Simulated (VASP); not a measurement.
A run of VASP 6.6.1:

File INCAR:

```
ALGO = Normal ; EDIFF = 1E-6
ENCUT = 520 ; GGA = RP
ISIF = 2 ; ISMEAR = -1
LASPH = T ; LCHARG = F
LREAL = F ; LWAVE = F
NBANDS = 20 ; NELM = 80
PREC = Accurate ; SIGMA = 0.05
```

Contents of KPOINTS:

```
k-points
0
Gamma
  9 9 4
```

The input POSCAR:

```
MoS2
1.0
    3.2247800387      0.0000000000      0.0000000000
   -1.6123900194      2.7927414352      0.0000000000
    0.0000000000      0.0000000000      8.0181654180
Mo S
1 2
Direct
    0.0000000000      0.0000000000      0.5000000000
    0.6666666667      0.3333333333      0.6970011197
    0.3333333333      0.6666666667      0.3029988803
```

Potentials or basis: VASP PAW PBE potentials, release 64 (Mo_sv, S).

Command:

```bash
$ cat potpaw_PBE.64/Mo_sv/POTCAR potpaw_PBE.64/S/POTCAR > POTCAR
$ mpirun -np 1 vasp_std > vasp.out
```

Hardware: 1 thread of Intel(R) Xeon(R) 6975P-C (Granite Rapids) (shared host).

Question: Estimate the wall time of this run.

Answer: It took 20 s on 1 thread of Intel(R) Xeon(R) 6975P-C (Granite Rapids), with other jobs on the host, peak memory 0.21 GiB. Counts: scf iterations 16, k points 43.
